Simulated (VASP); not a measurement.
A run of VASP 6.6.1 is set up as follows.

INCAR

```
  PREC = Accurate
  ENCUT = 600
  EDIFF = 1E-7
  ISMEAR = -1
  SIGMA = 0.15
  LREAL = False
  LASPH = True
  NELM = 60
  ALGO = Fast
  ISIF = 3
  LWAVE = False
  LCHARG = False
  IBRION = 2
  NSW = 80
  EDIFFG = -0.001
```

File KPOINTS:

```
regular mesh
0
Gamma
  18 18 8
```

File POSCAR:

```
Ru
1.0
    2.6743058386      0.0000000000      0.0000000000
   -1.3371529193      2.3160167938      0.0000000000
    0.0000000000      0.0000000000      4.2260483473
Ru
2
Direct
    0.3333333333      0.6666666667      0.2500000000
    0.6666666667      0.3333333333      0.7500000000
```

Potentials or basis: VASP PAW LDA potentials, release 64 (Ru_pv).

The run is started by

```console
$ cat potpaw_LDA.64/Ru_pv/POTCAR > POTCAR
$ mpirun -np 1 vasp_std > vasp.out
```

**Question.** Predict the relaxed volume.

**Answer.** 13.14 Å³/atom.

**Question.** Estimate the space group after relaxing (to 0.05 Å).

**Answer.** P6_3/mmc (No. 194).

**Question.** What does it give for the relaxed cell?

**Answer.** a = 2.679 Å, b = 2.679 Å, c = 4.229 Å, α = 90.00°, β = 90.00°, γ = 120.00°.

The path:
```csv
step,energy change (eV),largest force (eV/Å),pressure (GPa),volume (Å³)
1,0.0000,0.0000,1.35,26.18
2,0.0038,0.0000,-4.22,26.59
3,-0.0004,0.0000,-0.06,26.28
4,-0.0004,0.0000,0.00,26.27
5,-0.0005,0.0000,0.05,26.27
6,-0.0005,0.0000,0.06,26.27
7,-0.0005,0.0000,0.05,26.27
8,-0.0005,0.0000,0.05,26.27
9,-0.0005,0.0000,0.05,26.27
10,-0.0005,0.0000,-0.11,26.28
11,-0.0005,0.0000,0.02,26.28
12,-0.0005,0.0000,-0.02,26.28
13,-0.0005,0.0000,0.00,26.28
```
